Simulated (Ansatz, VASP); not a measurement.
## Two plane-wave programs on WS2

```
CELL_PARAMETERS angstrom
3.14578 0.00000 0.00000
-1.57289 2.72432 0.00000
0.00000 0.00000 16.95342
ATOMIC_POSITIONS crystal
W 0.31053 0.72896 0.00000
S 0.66667 0.33333 0.90758
S 0.66667 0.33333 0.09242
```

Alike in both runs: task single point; functional PBEsol; k mesh 12 × 12 × 2; occupations gaussian, width 0.05 eV; no spin polarisation.

|  | VASP | Ansatz |
| --- | --- | --- |
| version | VASP 6.6.1 | Ansatz 0.2.0 |
| potentials or method | VASP PAW PBE potentials, release 64 (W_sv, S), cutoff 520 eV | scalar-relativistic, plane waves, PAW |
| valence electrons in the cell | 26 | 26 |

Ansatz gave:

| Item | Value |
| --- | --- |
| gap on the k mesh at the Fermi level (eV) | 1.54 |
| least direct gap on the mesh (eV) | 1.87 |
| rms of the force components (eV/Å) | 2.000 |

**Question.** What did VASP give for the same quantities?

**Answer.** gap on the k mesh at the Fermi level (eV): 1.54; least direct gap on the mesh (eV): 1.87; rms of the force components (eV/Å): 2.004.

VASP's potentials were made for PBE, not for PBEsol. Atom by atom the forces differ by 0.010 eV/Å (rms over components).

Neither program's run includes spin-orbit coupling.
